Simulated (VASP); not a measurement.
# AgBr (Fm-3m) in VASP: notebook, part 2 of 2

VASP 6.6.1. Earlier steps stand in the parts before.

## Step 3: Vibrations by perturbation theory, PBEsol

This run uses another cell than the first one, of 22.85 Å³/atom, 1.031 times its volume.

File INCAR:

```
PREC = Accurate ; ENCUT = 500
EDIFF = 1E-8 ; ISMEAR = 0
SIGMA = 0.01 ; LREAL = F
LASPH = T ; NELM = 120
ALGO = Normal ; ISIF = 2
LWAVE = F ; LCHARG = F
GGA = PS ; IBRION = 8
NSW = 1 ; GGA_COMPAT = F
```

File KPOINTS:

```
Automatic mesh
0
Gamma
  8 8 8
```

File POSCAR:

```
AgBr
1.0
    0.0000000000      2.8376850546      2.8376850546
    2.8376850546      0.0000000000      2.8376850546
    2.8376850546      2.8376850546      0.0000000000
Ag Br
1 1
Direct
    0.0000000000      0.0000000000      0.0000000000
    0.5000000000      0.5000000000      0.5000000000
```

Potentials or basis: VASP PAW PBE potentials, release 64 (Ag, Br).

Launch:

```sh
cat potpaw_PBE.64/Ag/POTCAR potpaw_PBE.64/Br/POTCAR > POTCAR
mpirun -np 1 vasp_std > vasp.out
```

OUTCAR:

```text
PREC = Accurate
   ENCUT = 500
   EDIFF = 1E-8
   ISMEAR = 0
   LREAL = F
   LASPH = T
   NELM = 120
   ISIF = 2
   GGA = PS
   IBRION = 8
   NSW = 1

 ion  position               nearest neighbor table
   1  0.000  0.000  0.000-   2 2.84   2 2.84   2 2.84   2 2.84   2 2.84   2 2.84
   2  0.500  0.500  0.500-   1 2.84   1 2.84   1 2.84   1 2.84   1 2.84   1 2.84

  LATTYP: Found a face centered cubic cell.
 ALAT       =     5.6753701092

  Lattice vectors:

 A1 = (   0.0000000000,   2.8376850546,   2.8376850546)
 A2 = (   2.8376850546,   0.0000000000,   2.8376850546)
 A3 = (   2.8376850546,   2.8376850546,   0.0000000000)

Analysis of symmetry for initial positions (statically):
=====================================================================
 Subroutine PRICEL returns:
 Original cell was already a primitive cell.

 Routine SETGRP: Setting up the symmetry group for a
 face centered cubic supercell.

[... 612 lines left out ...]

 INTERNAL STRAIN TENSOR  FOR ION    2  DIRECTION 1   (eV/Angst):
 -----------------------------------------------------------------------------
     0.00839 -0.00000  0.00000
     0.00000  0.01673 -0.00000
     0.00000 -0.00000  0.01673

 INTERNAL STRAIN TENSOR FOR ION    2 for displacements in x,y,z  (eV/Angst):
          X           Y           Z          XY          YZ          ZX
  --------------------------------------------------------------------------------
  x     0.00000     0.00000     0.00000     0.00000     0.00000     0.00000
  y     0.00000     0.00000     0.00000     0.00000     0.00000     0.00000
  z     0.00000     0.00000     0.00000     0.00000     0.00000     0.00000

 SECOND DERIVATIVES (NOT SYMMETRIZED)
 ------------------------------------
               1X          1Y          1Z          2X          2Y          2Z
  1X    -1.263964    0.000000    0.000000    1.263964    0.000000    0.000000
  1Y     0.000000   -1.263964    0.000000    0.000000    1.263964    0.000000
  1Z     0.000000    0.000000   -1.263964    0.000000    0.000000    1.263964
  2X     1.274154    0.000000    0.000000   -1.274154    0.000000    0.000000
  2Y     0.000000    1.274154    0.000000    0.000000   -1.274154    0.000000
  2Z     0.000000    0.000000    1.274154    0.000000    0.000000   -1.274154

 Eigenvectors and eigenvalues of the dynamical matrix
 ----------------------------------------------------

   1 f  =    2.600202 THz    16.337552 2PiTHz   86.733407 cm-1    10.753567 meV
             X         Y         Z           dx          dy          dz
      0.000000  0.000000  0.000000    -0.650827   -0.000000   -0.000000
      2.837685  2.837685  2.837685     0.759226    0.000000    0.000000
[... 21 lines left out ...]
   6 f/i=    0.005158 THz     0.032408 2PiTHz    0.172051 cm-1     0.021332 meV
             X         Y         Z           dx          dy          dz
      0.000000  0.000000  0.000000     0.000000    0.000000    0.759226
      2.837685  2.837685  2.837685     0.000000    0.000000    0.650827

--------------------------------------------------------------------------------------------------------

 ELASTIC MODULI CONTR FROM IONIC RELAXATION (kBar)
 Direction    XX          YY          ZZ          XY          YZ          ZX
 --------------------------------------------------------------------------------
 XX           0.0000      0.0000      0.0000      0.0000      0.0000      0.0000
 YY           0.0000      0.0000      0.0000      0.0000      0.0000      0.0000
 ZZ           0.0000      0.0000      0.0000      0.0000      0.0000      0.0000
 XY           0.0000      0.0000      0.0000      0.0000      0.0000      0.0000
 YZ           0.0000      0.0000      0.0000      0.0000      0.0000      0.0000
 ZX           0.0000      0.0000      0.0000      0.0000      0.0000      0.0000
 --------------------------------------------------------------------------------
```

stdout:

```text
POSCAR found type information on POSCAR AgBr
 POSCAR found :  2 types and       2 ions
 scaLAPACK will be used
 -----------------------------------------------------------------------------
|                                                                             |
|                                                                             |
|     You enforced a specific xc type in the INCAR file but a different       |
|     I HOPE YOU KNOW WHAT YOU ARE DOING!                                     |
|                                                                             |
 -----------------------------------------------------------------------------

 LDA part: xc-table for (Slater+PW92), standard interpolation
 POSCAR, INCAR and KPOINTS ok, starting setup
 FFT: planning ... GRIDC
 FFT: planning ... GRID_SOFT
 FFT: planning ... GRID
 WAVECAR not read
 entering main loop
 Linear response reoptimize wavefunctions to high precision
 Linear response DOF=           2
 Linear response progress:
 first order change of Fermi-energy  -0.24706E-03
 force on displaced ion       1 direction 1 :  -1.264   0.000   0.000
 Linear response progress:
 first order change of Fermi-energy   0.10007E-02
 force on displaced ion       2 direction 1 :  -1.274   0.000   0.000
 Linear response finished
```

Wall time 90 s (1 thread of Intel Xeon 6975P-C (Granite Rapids), shared host); peak memory 0.25 GiB.

What came out:

```
Highest phonon frequency at Γ, LO-TO splitting left out : 87 cm⁻¹
```

Phonon frequencies in cm⁻¹ (negative: imaginary):
| q point | frequencies |
| --- | --- |
| (0.000, 0.000, 0.000) | 0 0 0 87 87 87 |

Caveat: the PAW data sets were made with another functional, which shifts forces and pressure a little.
